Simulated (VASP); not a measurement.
InP, 2 atoms in the cell. The structure is cubic, space group F-43m (No. 216). The conventional cell has a = 5.861 Å, b = 5.861 Å, c = 5.861 Å, α = 90.00°, β = 90.00°, γ = 90.00°. Within 3.3 Å of In (site symmetry -43m) lie 4 P at 2.54 Å. Within 3.3 Å of P (site symmetry -43m) lie 4 In at 2.54 Å. 

| Property | Result |
| --- | --- |
| Program | VASP 6.6.1 |
| Task | single point |
| Functional | LDA |
| Potentials or basis | VASP PAW LDA potentials, release 64 (In_d, P) |
| Cutoff | 520 eV |
| k mesh | 5 × 5 × 5 |
| Occupations | fermi-dirac, width 0.05 eV |
| Spin | no spin polarisation |
| Dipole correction | no |
| Further INCAR settings | ALGO = Normal; EDIFF = 1e-07; NBANDS = 16 |

Potentials or basis: VASP PAW LDA potentials, release 64 (In_d, P).

Run with:

```bash
$ cat potpaw_LDA.64/In_d/POTCAR potpaw_LDA.64/P/POTCAR > POTCAR
$ mpirun -np 1 vasp_std > vasp.out
```

Hardware: 1 thread of Intel Xeon 6975P-C (shared host).

**Question.** Estimate the wall time of this run.

**Answer.** Run time: 9 s on 1 thread of Intel Xeon 6975P-C, on a shared host, peak memory 0.15 GiB. Counts: scf iterations 13, k points 10.
